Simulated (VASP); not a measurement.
# SnSe (Fm-3m) in VASP: a series of runs, part 2 of 2

VASP 6.6.1. The steps go on from the part before.

**3. Electric field gradients, PBE (volume scaled by 1.06)**

The input, INCAR:

```
SYSTEM = SnSe
PREC     = Accurate       ! precision mode
ENCUT    = 520            ! plane-wave cutoff, eV
EDIFF    = 1E-8           ! SCF threshold, eV
ISMEAR   = -1             ! smearing method
SIGMA    = 0.02           ! smearing width, eV
LREAL    = .FALSE.        ! projectors in reciprocal space
LASPH    = .TRUE.         ! aspherical terms in the spheres
NELM     = 60             ! most SCF steps
ALGO     = Normal         ! electronic algorithm
ISIF     = 2              ! what is computed and relaxed
LWAVE    = .FALSE.        ! write WAVECAR
LCHARG   = .FALSE.        ! write CHGCAR
GGA      = PE             ! functional
LEFG     = .TRUE.       
NBANDS   = 17             ! bands
```

The input, KPOINTS:

```
Automatic mesh
0
G
  9 9 9
  0 0 0
```

The input, POSCAR:

```
SnSe
1.0
    0.0000000000      3.0690345955      3.0690345955
    3.0690345955      0.0000000000      3.0690345955
    3.0690345955      3.0690345955      0.0000000000
Sn Se
1 1
Direct
    0.0000000000      0.0000000000      0.0000000000
    0.5000000000      0.5000000000      0.5000000000
```

Potentials or basis: VASP PAW PBE potentials, release 64 (Sn_d, Se).

Started as:

```sh
> cat potpaw_PBE.64/Sn_d/POTCAR potpaw_PBE.64/Se/POTCAR > POTCAR
> mpirun -np 1 vasp_std > vasp.out
```

OUTCAR:

```text
SYSTEM = SnSe
   PREC = Accurate
   ENCUT = 520
   EDIFF = 1E-8
   ISMEAR = -1
   LREAL = .FALSE.
   LASPH = .TRUE.
   NELM = 60
   ISIF = 2
   GGA = PE

 ion  position               nearest neighbor table
   1  0.000  0.000  0.000-   2 3.07   2 3.07   2 3.07   2 3.07   2 3.07   2 3.07
   2  0.500  0.500  0.500-   1 3.07   1 3.07   1 3.07   1 3.07   1 3.07   1 3.07

  LATTYP: Found a face centered cubic cell.
 ALAT       =     6.1380691910

  Lattice vectors:

 A1 = (   0.0000000000,   3.0690345955,   3.0690345955)
 A2 = (   3.0690345955,   0.0000000000,   3.0690345955)
 A3 = (   3.0690345955,   3.0690345955,   0.0000000000)

Analysis of symmetry for initial positions (statically):
=====================================================================
 Subroutine PRICEL returns:
 Original cell was already a primitive cell.

 Routine SETGRP: Setting up the symmetry group for a
 face centered cubic supercell.

 Subroutine GETGRP returns: Found 48 space group operations
 (whereof 48 operations were pure point group operations)
 out of a pool of 48 trial point group operations.

The static configuration has the point symmetry O_h .

Analysis of symmetry for dynamics (positions and initial velocities):
=====================================================================
 Subroutine PRICEL returns:
 Original cell was already a primitive cell.

 Routine SETGRP: Setting up the symmetry group for a
 face centered cubic supercell.

 Subroutine GETGRP returns: Found 48 space group operations
 (whereof 48 operations were pure point group operations)
 out of a pool of 48 trial point group operations.

The dynamic configuration has the point symmetry O_h .

 Subroutine INISYM returns: Found 48 space group operations
 (whereof 48 operations are pure point group operations),
 and found     1 'primitive' translations

----------------------------------------------------------------------------------------

                                     Primitive cell

  volume of cell :      57.8143

  direct lattice vectors                    reciprocal lattice vectors
     0.000000000  3.069034595  3.069034595    -0.162917681  0.162917681  0.162917681
     3.069034595  0.000000000  3.069034595     0.162917681 -0.162917681  0.162917681
     3.069034595  3.069034595  0.000000000     0.162917681  0.162917681 -0.162917681

  length of vectors
     4.340270348  4.340270348  4.340270348     0.282181701  0.282181701  0.282181701

  position of ions in fractional coordinates (direct lattice)
     0.000000000  0.000000000  0.000000000
     0.500000000  0.500000000  0.500000000

  ion indices of the primitive-cell ions
   primitive index   ion index
                 1           1
                 2           2

----------------------------------------------------------------------------------------

 KPOINTS: Automatic mesh

Automatic generation of k-mesh.
 Grid dimensions read from file:
 generate k-points for:    9    9    9
[... 64 lines left out ...]
   EDIFF  = 0.1E-07   stopping-criterion for ELM
   LREAL  =      F    real-space projection
   EDIFFG = 0.1E-06   stopping-criterion for IOM
   NSW    =      0    number of steps for IOM
   IBRION =     -1    ionic relax: 0-MD 1-quasi-New 2-CG
   NFREE  =      0    steps in history (QN), initial steepest desc. (CG)
   ISIF   =      2    stress and relaxation
   ISYM   =      2    0-nonsym 1-usesym 2-fastsym
   POTIM  = 0.5000    time-step for ionic-motion
   TEBEG  =    0.0;   TEEND  =   0.0 temperature during run
   PSTRESS=    0.0 pullay stress
   NELECT =      20.0000    total number of electrons
   NUPDOWN=      -1.0000    fix difference up-down
   EMIN   =  10.00;   EMAX   =-10.00  energy-range for DOS
   EFERMI =   0.00;   METHOD = LEGACY
   ISMEAR =    -1;   SIGMA  =   0.02  broadening in eV -4-tet -1-fermi 0-gaus
   EFERMI_NEDOS =   21; number of points for ismear=-14 and -15
   IALGO  =     38    algorithm
   IMIX   =      4    mixing-type and parameters
     AMIX     =   0.40;   BMIX     =  1.00
     AMIX_MAG =   1.60;   BMIX_MAG =  1.00
  volume/ion in A,a.u.               =      28.91       195.08
  Fermi-wavevector in a.u.,A,eV,Ry     =   1.149228  2.171727 17.969570  1.320726
  Thomas-Fermi vector in A             =   2.285899
   LORBIT       =      0    0 simple, 1 ext, 2 COOP (PROOUT), +10 PAW based schemes
   GGA     = PE    functional components
   LHFCALC =     F    Hartree Fock is set to
   AEXX    =    0.0000 exact exchange contribution
   IVDW    =     0    specifies the selected vdW correction
   LEPSILON=     F    determine dielectric tensor
   LRPA    =     F    only Hartree local field effects (RPA)
 non-spin polarized calculation
  energy-cutoff  :      520.00
  volume of cell :       57.81
 maximum number of plane-waves:      1580
   NGX = 17   NGY = 17   NGZ = 17

 number of electron      19.9999991 magnetization

 Free energy of the ion-electron system (eV)
  ---------------------------------------------------
  ext. energy  EPLUGINS =         0.00000000
  ---------------------------------------------------
  free energy    TOTEN  =        -8.20653832 eV

  energy without entropy =       -8.20653831  energy(sigma->0) =       -8.20653831

 E-fermi :   5.1716     XC(G=0):  -9.3342

 val. band max:        4.8398307032   @ k =   0.4444   0.0000   0.0000
 cond. band min:       5.5276296814   @ k =  -0.3333   0.1111   0.0000
 fundamental gap:      0.6877989782
 Fermi energy:         5.1716364314

 k-point     1 :       0.0000    0.0000    0.0000
  band No.  band energies     occupation
      1     -16.6670      2.00000
      2     -16.6670      2.00000
      3     -16.6670      2.00000
      4     -16.6626      2.00000
      5     -16.6626      2.00000
      6      -8.5221      2.00000
[... 457 lines left out ...]
      4     -16.6539      2.00000
      5     -16.6539      2.00000
      6      -7.5217      2.00000
[... 9 lines left out ...]
     16      16.1109      0.00000
     17      17.2427      0.00000

 [... further k-points ...]
[... 5 lines left out ...]
  --------------------------------------------------------------------------------------
  -------------------------------------------------------------------------------------
  Total       -0.6131526     -0.6131526     -0.6131526      0.0000000      0.0000000      0.0000000
  in kB      -16.9919717    -16.9919717    -16.9919717      0.0000000      0.0000000      0.0000000
  external PRESSURE =     -16.9919717 kB  Pullay stress =       0.0000000 kB

 VOLUME and BASIS-vectors are now :
 -----------------------------------------------------------------------------
  energy-cutoff  :      520.00
  volume of cell :       57.81
      direct lattice vectors                 reciprocal lattice vectors
     0.000000000  3.069034595  3.069034595    -0.162917681  0.162917681  0.162917681
     3.069034595  0.000000000  3.069034595     0.162917681 -0.162917681  0.162917681
     3.069034595  3.069034595  0.000000000     0.162917681  0.162917681 -0.162917681

 POSITION                                       TOTAL-FORCE (eV/Angst)
 -----------------------------------------------------------------------------------
      0.00000      0.00000      0.00000         0.000000     -0.000000     -0.000000
      3.06903      3.06903      3.06903        -0.000000      0.000000      0.000000
 -----------------------------------------------------------------------------------
    total drift:                                0.000000     -0.000000     -0.000000

  FREE ENERGIE OF THE ION-ELECTRON SYSTEM (eV)
  ---------------------------------------------------
  free  energy   TOTEN  =        -8.2065383151 eV

  energy  without entropy=       -8.2065383140  energy(sigma->0) =       -8.20653831

 Electric field gradients (V/A^2)
---------------------------------------------------------------------
 ion       V_xx      V_yy      V_zz      V_xy      V_xz      V_yz
---------------------------------------------------------------------
   1      -0.000    -0.000     0.000    -0.001    -0.001    -0.001
   2       0.000    -0.000    -0.000     0.000     0.000     0.000
---------------------------------------------------------------------

 Electric field gradients after diagonalization (V/A^2)
 (convention: |V_zz| > |V_xx| > |V_yy|)
----------------------------------------------------------------------
 ion       V_xx      V_yy      V_zz     asymmetry (V_yy - V_xx)/ V_zz
----------------------------------------------------------------------
   1       0.001     0.001    -0.001       0.000
   2      -0.000    -0.000     0.001       0.000
----------------------------------------------------------------------

           NMR quadrupolar parameters

 Cq : quadrupolar parameter    Cq=e*Q*V_zz/h
 eta: asymmetry parameters     (V_yy - V_xx)/ V_zz
 Q  : nuclear electric quadrupole moment in mb (millibarn)
----------------------------------------------------------------------
 ion       Cq(MHz)       eta       Q (mb)
----------------------------------------------------------------------
   1      -0.000       0.000       1.000
   2       0.000       0.000       1.000
----------------------------------------------------------------------
```

Run time: 13 s. Hardware: 1 thread of Intel Xeon 6975P-C (Granite Rapids), shared host; peak memory 0.19 GiB.

Results:

```yaml
Free_energy: -8.2065 eV
Pressure: -1.7 GPa
```

Levels at points of the mesh, in eV from the Fermi level:
```tsv
k point	band 7	band 8	band 9	band 10	band 11	band 12	band 13	band 14
(0.00, 0.00, 0.00)	-5.45	-2.23	-2.23	-2.23	3.89	3.89	3.89	5.72
```

Caveat: this odd mesh misses L, where the gap lies, so gap, dielectric constants and Born charges aren't listed; without QUAD_EFG the Cq values of the log hold for a quadrupole moment of 1 mb, not for the nuclei; spin-orbit coupling is left out, which moves the levels of the heavy elements.
